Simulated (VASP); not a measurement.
Set up this calculation in VASP 6.6.1, as the native input.

```
Task                   : single point
Functional             : PBE
Potentials or basis    : VASP PAW PBE potentials, release 64 (Sr_sv, O)
Cutoff                 : 520 eV
k mesh                 : 8 × 8 × 8
Occupations            : fermi-dirac, width 0.02 eV
Spin                   : no spin polarisation
Dipole correction      : no
Further INCAR settings : ALGO = Normal; EDIFF = 1e-06; NBANDS = 15
```

The structure of SrO lies in POSCAR:

```
SrO
1.0
   -0.0687971287      2.5110951978      2.5110951978
    2.5110951978     -0.0687971287      2.5110951978
    2.5110951978      2.5110951978     -0.0687971287
Sr O
1 1
Direct
    0.0000000000      0.0000000000      0.0000000000
    0.5000000000      0.5000000000      0.5000000000
```

This cell differs from its parent crystal: strain along [111] -4.0%.

The input as run:

INCAR

```
PREC = Accurate
ENCUT = 520
EDIFF = 1E-6
ISMEAR = -1
SIGMA = 0.02
LREAL = False
LASPH = True
NELM = 80
ALGO = Normal
ISIF = 2
LWAVE = False
LCHARG = False
GGA = PE
NBANDS = 15
```

KPOINTS

```
Automatic mesh
0
Gamma
  8 8 8
```

Potentials or basis: VASP PAW PBE potentials, release 64 (Sr_sv, O).

Run with:

```bash
$ cat potpaw_PBE.64/Sr_sv/POTCAR potpaw_PBE.64/O/POTCAR > POTCAR
$ mpirun -np 1 vasp_std > vasp.out
```

It gave:

| Item | Value |
| --- | --- |
| Pressure | 6.5 GPa |
| Band gap on the k mesh | 3.18 eV, indirect (least direct gap 3.27 eV) |

Caveat: the cell differs from its parent crystal (strain along [111] -4.0%).

Run time: 26 s on 1 thread of Intel(R) Xeon(R) Platinum 8259CL CPU @ 2.50GHz (Skylake/Cascade Lake), on a shared host, peak memory 0.18 GiB.
